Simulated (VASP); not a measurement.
**Na: single point with PBE**

Crystal: Na.

```
CELL_PARAMETERS angstrom
-1.88829 1.88829 2.63728
1.88829 -1.88829 2.63728
1.88829 1.88829 -2.63728
ATOMIC_POSITIONS crystal
Na 0.48900 0.58500 0.28700
```

```yaml
Program: VASP 6.6.1
Task: single point
Functional: PBE
Potentials_or_basis: VASP PAW PBE potentials, release 64 (Na_pv)
Cutoff: 520 eV
k_mesh: 6 × 6 × 6
Occupations: fermi-dirac, width 0.25852 eV
Spin: no spin polarisation
Dipole_correction: no
Further_INCAR_settings: ALGO = Fast; EDIFF = 1e-06; NBANDS = 10
```

```
Pressure : 0.0 GPa
```

Levels at points of the mesh, in eV from the Fermi level:
```
           k point  band 1  band 2  band 3  band 4  band 5  band 6  band 7  band 8  band 9
(0.00, 0.00, 0.00)  -24.86  -24.86  -24.86   -3.20   11.04   11.04   11.08   12.14   12.58
(0.50, 0.00, 0.00)  -24.89  -24.87  -24.87    0.60    0.99   10.01   10.18   11.03   11.06
(0.50, 0.50, 0.00)  -24.89  -24.87  -24.87    1.76    2.30    6.31    7.16    7.17    9.06
(0.50, 0.50, 0.50)  -24.89  -24.87  -24.87    1.89    2.42    6.20    7.03    7.03    8.95
```

It took 8.7 s on 1 thread of Intel(R) Xeon(R) Platinum 8259CL CPU @ 2.50GHz (Skylake/Cascade Lake), with other jobs on the host, peak memory 0.14 GiB.

Caveat: the k points lie up to 0.39 Å⁻¹ apart.
